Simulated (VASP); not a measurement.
# CdS (Hawleyite) (F-43m) in VASP: a series of runs

CdS (Hawleyite) is run at these levels: r2SCAN; tasks: single point.

Program: VASP 6.6.1. These are calculated values, not measurements. Logs are shortened: lines on timing, memory, paths and dates and some standing lists are left out, and cuts for length are marked.

## 1. The cell of the first run

The structure is cubic, space group F-43m (No. 216). Conventional cell: a = 5.794 Å, b = 5.794 Å, c = 5.794 Å, α = 90.00°, β = 90.00°, γ = 90.00°. Cd (site symmetry -43m) has 4 S at 2.51 Å within 3.3 Å. Within 3.3 Å of S (site symmetry -43m) lie 4 Cd at 2.51 Å.

## 2. Single point, r2SCAN

Input file POSCAR:

```
CdS
1.0
    0.0000000000      2.8969255847      2.8969255847
    2.8969255847      0.0000000000      2.8969255847
    2.8969255847      2.8969255847      0.0000000000
Cd S
1 1
Direct
    0.0000000000      0.0000000000      0.0000000000
    0.7500000000      0.7500000000      0.7500000000
```

Input file INCAR.step1:

```
ALGO = Normal
EDIFF = 1E-4
ENCUT = 520
GGA = PE
ISMEAR = -1
LASPH = T
LCHARG = F
LREAL = F
LWAVE = T
NBANDS = 16
NELM = 60
PREC = Accurate
SIGMA = 0.05
```

Input file INCAR.step2:

```
ALGO = Normal
EDIFF = 1E-6
ENCUT = 520
ISIF = 2
ISMEAR = -1
ISTART = 1
LASPH = T
LCHARG = F
LMIXTAU = T
LREAL = F
LWAVE = F
METAGGA = R2SCAN
NBANDS = 16
NELM = 60
PREC = Accurate
SIGMA = 0.05
```

Input file KPOINTS:

```
k-points
0
Gamma
  8 8 8
```

Potentials or basis: VASP PAW PBE potentials, release 64 (Cd, S).

Command:

```console
$ cat potpaw_PBE.64/Cd/POTCAR potpaw_PBE.64/S/POTCAR > POTCAR
$ cp INCAR.step1 INCAR
$ mpirun -np 1 vasp_std > vasp.out
$ cp INCAR.step2 INCAR
$ mpirun -np 1 vasp_std > vasp.out
```

OUTCAR:

```text
EDIFF = 1E-6
   ENCUT = 520
   ISIF = 2
   ISMEAR = -1
   ISTART = 1
   LASPH = T
   LREAL = F
   METAGGA = R2SCAN
   NELM = 60
   PREC = Accurate

 ion  position               nearest neighbor table
   1  0.000  0.000  0.000-   2 2.51   2 2.51   2 2.51   2 2.51
   2  0.750  0.750  0.750-   1 2.51   1 2.51   1 2.51   1 2.51

  LATTYP: Found a face centered cubic cell.
 ALAT       =     5.7938511694

  Lattice vectors:

 A1 = (   0.0000000000,   2.8969255847,   2.8969255847)
 A2 = (   2.8969255847,   0.0000000000,   2.8969255847)
 A3 = (   2.8969255847,   2.8969255847,   0.0000000000)

Analysis of symmetry for initial positions (statically):
=====================================================================
 Subroutine PRICEL returns:
 Original cell was already a primitive cell.

 Routine SETGRP: Setting up the symmetry group for a
 face centered cubic supercell.

 Subroutine GETGRP returns: Found 24 space group operations
 (whereof 24 operations were pure point group operations)
 out of a pool of 48 trial point group operations.

The static configuration has the point symmetry T_d .

Analysis of symmetry for dynamics (positions and initial velocities):
=====================================================================
 Subroutine PRICEL returns:
 Original cell was already a primitive cell.

 Routine SETGRP: Setting up the symmetry group for a
 face centered cubic supercell.

 Subroutine GETGRP returns: Found 24 space group operations
 (whereof 24 operations were pure point group operations)
 out of a pool of 48 trial point group operations.

The dynamic configuration has the point symmetry T_d .

 Subroutine INISYM returns: Found 24 space group operations
 (whereof 24 operations are pure point group operations),
 and found     1 'primitive' translations

----------------------------------------------------------------------------------------

                                     Primitive cell

  volume of cell :      48.6230

  direct lattice vectors                    reciprocal lattice vectors
     0.000000000  2.896925585  2.896925585    -0.172596770  0.172596770  0.172596770
     2.896925585  0.000000000  2.896925585     0.172596770 -0.172596770  0.172596770
     2.896925585  2.896925585  0.000000000     0.172596770  0.172596770 -0.172596770

  length of vectors
     4.096871451  4.096871451  4.096871451     0.298946376  0.298946376  0.298946376

  position of ions in fractional coordinates (direct lattice)
     0.000000000  0.000000000  0.000000000
     0.750000000  0.750000000  0.750000000

  ion indices of the primitive-cell ions
   primitive index   ion index
                 1           1
                 2           2

----------------------------------------------------------------------------------------

 KPOINTS: k-points

Automatic generation of k-mesh.
 Grid dimensions read from file:
 generate k-points for:    8    8    8

 Generating k-lattice:

  Cartesian coordinates                     Fractional coordinates (reciprocal lattice)
    -0.021574596  0.021574596  0.021574596     0.125000000  0.000000000  0.000000000
     0.021574596 -0.021574596  0.021574596     0.000000000  0.125000000  0.000000000
     0.021574596  0.021574596 -0.021574596     0.000000000  0.000000000  0.125000000

  Length of vectors
     0.037368297  0.037368297  0.037368297

  Shift w.r.t. Gamma in fractional coordinates (k-lattice)
     0.000000000  0.000000000  0.000000000

 Subroutine IBZKPT returns following result:
 ===========================================

 Found     29 irreducible k-points:

 Following reciprocal coordinates:
            Coordinates               Weight
  0.000000  0.000000  0.000000      1.000000
  0.125000  0.000000  0.000000      8.000000
  0.250000  0.000000  0.000000      8.000000
  0.375000  0.000000  0.000000      8.000000
  0.500000  0.000000  0.000000      4.000000
  0.125000  0.125000  0.000000      6.000000
[... 16 lines left out ...]
  0.500000  0.250000  0.125000     48.000000
 -0.375000  0.250000  0.125000     24.000000
 [... further k-points ...]
   k-points           NKPTS =     29   k-points in BZ     NKDIM =     29   number of bands    NBANDS=     16
   number of dos      NEDOS =    301   number of ions     NIONS =      2
   total plane-waves  NPLWV =  27000
   dimension x,y,z NGX =    30 NGY =   30 NGZ =   30
   dimension x,y,z NGXF=    60 NGYF=   60 NGZF=   60
   ions per type =               1   1
   NGX,Y,Z   is equivalent  to a cutoff of  12.17, 12.17, 12.17 a.u.
   NGXF,Y,Z  is equivalent  to a cutoff of  24.35, 24.35, 24.35 a.u.
 SYSTEM =  unknown system
   PREC   = accura    normal or accurate (medium, high low for compatibility)
   ISTART =      1    job   : 0-new  1-cont  2-samecut
   ICHARG =      0    charge: 1-file 2-atom 10-const
   ISPIN  =      1    spin polarized calculation?
   LNONCOLLINEAR =      F non collinear calculations
   LSORBIT =      F    spin-orbit coupling
   LASPH  =      T    aspherical Exc in radial PAW
   ENCUT  =  520.0 eV  38.22 Ry    6.18 a.u.   7.62  7.62  7.62*2*pi/ulx,y,z
   NELM   =     60;   NELMIN=  2; NELMDL=  0     # of ELM steps
   EDIFF  = 0.1E-05   stopping-criterion for ELM
   LREAL  =      F    real-space projection
   EDIFFG = 0.1E-04   stopping-criterion for IOM
   NSW    =      0    number of steps for IOM
   IBRION =     -1    ionic relax: 0-MD 1-quasi-New 2-CG
   NFREE  =      0    steps in history (QN), initial steepest desc. (CG)
   ISIF   =      2    stress and relaxation
   ISYM   =      2    0-nonsym 1-usesym 2-fastsym
   POTIM  = 0.5000    time-step for ionic-motion
   TEBEG  =    0.0;   TEEND  =   0.0 temperature during run
   PSTRESS=    0.0 pullay stress
   NELECT =      18.0000    total number of electrons
   NUPDOWN=      -1.0000    fix difference up-down
   EMIN   =  10.00;   EMAX   =-10.00  energy-range for DOS
   EFERMI =   0.00;   METHOD = LEGACY
   ISMEAR =    -1;   SIGMA  =   0.05  broadening in eV -4-tet -1-fermi 0-gaus
   EFERMI_NEDOS =   21; number of points for ismear=-14 and -15
   IALGO  =     38    algorithm
   IMIX   =      4    mixing-type and parameters
     AMIX     =   0.40;   BMIX     =  1.00
     AMIX_MAG =   1.60;   BMIX_MAG =  1.00
  volume/ion in A,a.u.               =      24.31       164.06
  Fermi-wavevector in a.u.,A,eV,Ry     =   1.175488  2.221351 18.800161  1.381773
  Thomas-Fermi vector in A             =   2.311868
   LORBIT       =      0    0 simple, 1 ext, 2 COOP (PROOUT), +10 PAW based schemes
   METAGGA = R2SCAN    functional components
   LHFCALC =     F    Hartree Fock is set to
   AEXX    =    0.0000 exact exchange contribution
   IVDW    =     0    specifies the selected vdW correction
   LEPSILON=     F    determine dielectric tensor
   LRPA    =     F    only Hartree local field effects (RPA)
 non-spin polarized calculation
  energy-cutoff  :      520.00
  volume of cell :       48.62
 maximum number of plane-waves:      1363
   NGX = 15   NGY = 15   NGZ = 15

 number of electron      18.0000008 magnetization

 Free energy of the ion-electron system (eV)
  ---------------------------------------------------
  ext. energy  EPLUGINS =         0.00000000
  ---------------------------------------------------
  free energy    TOTEN  =       -29.66254580 eV

  energy without entropy =      -29.66254580  energy(sigma->0) =      -29.66254580

 E-fermi :   2.0863     XC(G=0):  -9.8350

 val. band max:        1.2283914087   @ k =   0.0000   0.0000   0.0000
 cond. band min:       2.8674673731   @ k =   0.0000   0.0000   0.0000
 fundamental gap:      1.6390759644
 Fermi energy:         2.0862593903

 k-point     1 :       0.0000    0.0000    0.0000
  band No.  band energies     occupation
      1     -11.7798      2.00000
      2      -6.8173      2.00000
      3      -6.8173      2.00000
      4      -6.8173      2.00000
      5      -6.2722      2.00000
      6      -6.2722      2.00000
[... 8 lines left out ...]
     15      13.2706      0.00000
     16      13.3154      0.00000

 k-point     2 :       0.1250    0.0000    0.0000
  band No.  band energies     occupation
      1     -11.7144      2.00000
      2      -6.7923      2.00000
      3      -6.7923      2.00000
      4      -6.7581      2.00000
      5      -6.2733      2.00000
      6      -6.2733      2.00000
[... 8 lines left out ...]
     15      12.6263      0.00000
     16      13.8410      0.00000

 k-point     3 :       0.2500    0.0000    0.0000
  band No.  band energies     occupation
      1     -11.5555      2.00000
      2      -6.7378      2.00000
      3      -6.7378      2.00000
      4      -6.5468      2.00000
      5      -6.2674      2.00000
      6      -6.2674      2.00000
[... 8 lines left out ...]
     15      12.3931      0.00000
     16      13.0511      0.00000

 k-point     4 :       0.3750    0.0000    0.0000
  band No.  band energies     occupation
      1     -11.3967      2.00000
      2      -6.6948      2.00000
      3      -6.6948      2.00000
      4      -6.2460      2.00000
      5      -6.2460      2.00000
      6      -6.1563      2.00000
[... 8 lines left out ...]
     15      13.3441      0.00000
     16      13.3441      0.00000

 k-point     5 :       0.5000    0.0000    0.0000
  band No.  band energies     occupation
      1     -11.3314      2.00000
      2      -6.6812      2.00000
      3      -6.6812      2.00000
      4      -6.2316      2.00000
      5      -6.2316      2.00000
      6      -5.8679      2.00000
[... 8 lines left out ...]
     15      14.4578      0.00000
     16      14.4578      0.00000

 k-point     6 :       0.1250    0.1250    0.0000
  band No.  band energies     occupation
      1     -11.6927      2.00000
      2      -6.7697      2.00000
      3      -6.7684      2.00000
      4      -6.7684      2.00000
      5      -6.2895      2.00000
      6      -6.2584      2.00000
[... 8 lines left out ...]
     15      13.3761      0.00000
     16      14.6121      0.00000
[... 267 lines left out ...]
 k-point    21 :       0.5000    0.5000    0.0000
  band No.  band energies     occupation
      1     -11.1927      2.00000
      2      -6.5685      2.00000
      3      -6.4282      2.00000
      4      -6.4282      2.00000
      5      -6.1768      2.00000
      6      -5.7986      2.00000
[... 8 lines left out ...]
     15      14.1940      0.00000
     16      15.4164      0.00000

 k-point    22 :       0.3750    0.2500    0.1250
  band No.  band energies     occupation
      1     -11.4389      2.00000
      2      -6.6800      2.00000
      3      -6.6496      2.00000
      4      -6.4693      2.00000
      5      -6.2662      2.00000
      6      -6.2091      2.00000
[... 8 lines left out ...]
     15      13.8844      0.00000
     16      15.7049      0.00000

 k-point    23 :       0.5000    0.2500    0.1250
  band No.  band energies     occupation
      1     -11.3140      2.00000
      2      -6.6373      2.00000
      3      -6.6102      2.00000
      4      -6.3474      2.00000
      5      -6.2358      2.00000
      6      -5.9695      2.00000
[... 8 lines left out ...]
     15      14.8025      0.00000
     16      15.0445      0.00000

 k-point    24 :      -0.3750    0.2500    0.1250
  band No.  band energies     occupation
      1     -11.2630      2.00000
      2      -6.6305      2.00000
      3      -6.5914      2.00000
      4      -6.3012      2.00000
      5      -6.2435      2.00000
      6      -5.7458      2.00000
[... 8 lines left out ...]
     15      14.1660      0.00000
     16      15.1441      0.00000

 [... further k-points ...]
[... 5 lines left out ...]
  --------------------------------------------------------------------------------------
  -------------------------------------------------------------------------------------
  Total        0.9869129      0.9869129      0.9869129      0.0000000      0.0000000      0.0000000
  in kB       32.5197652     32.5197652     32.5197652      0.0000000      0.0000000      0.0000000
  external PRESSURE =      32.5197652 kB  Pullay stress =       0.0000000 kB

 VOLUME and BASIS-vectors are now :
 -----------------------------------------------------------------------------
  energy-cutoff  :      520.00
  volume of cell :       48.62
      direct lattice vectors                 reciprocal lattice vectors
     0.000000000  2.896925585  2.896925585    -0.172596770  0.172596770  0.172596770
     2.896925585  0.000000000  2.896925585     0.172596770 -0.172596770  0.172596770
     2.896925585  2.896925585  0.000000000     0.172596770  0.172596770 -0.172596770

 POSITION                                       TOTAL-FORCE (eV/Angst)
 -----------------------------------------------------------------------------------
      0.00000      0.00000      0.00000        -0.000000     -0.000000     -0.000000
      4.34539      4.34539      4.34539         0.000000      0.000000      0.000000
 -----------------------------------------------------------------------------------
    total drift:                                0.000002      0.000002      0.000002

  FREE ENERGIE OF THE ION-ELECTRON SYSTEM (eV)
  ---------------------------------------------------
  free  energy   TOTEN  =       -29.6625457984 eV

  energy  without entropy=      -29.6625457973  energy(sigma->0) =      -29.66254580
```

Wall time 54 s (1 thread of AMD EPYC 9R45 (Zen 5), shared host); peak memory 0.15 GiB.

Results:

| Property | Result |
| --- | --- |
| Free energy | -29.6625 eV |
| Pressure | 3.3 GPa |
| Band gap on the k mesh | 1.64 eV, direct |

Levels at points of the mesh, in eV from the valence-band top:
```tsv
k point	band 7	band 8	band 9	band 10	band 11	band 12
(0.00, 0.00, 0.00)	0.00	0.00	0.00	1.64	7.07	7.07
(0.50, 0.00, 0.00)	-4.60	-0.80	-0.80	3.51	7.48	7.48
(0.50, 0.50, 0.00)	-4.08	-2.00	-2.00	3.81	4.78	9.90
```

Caveat: the PAW data sets were made with another functional, which shifts forces and pressure a little.

(Part 1 of 3 ends here.)
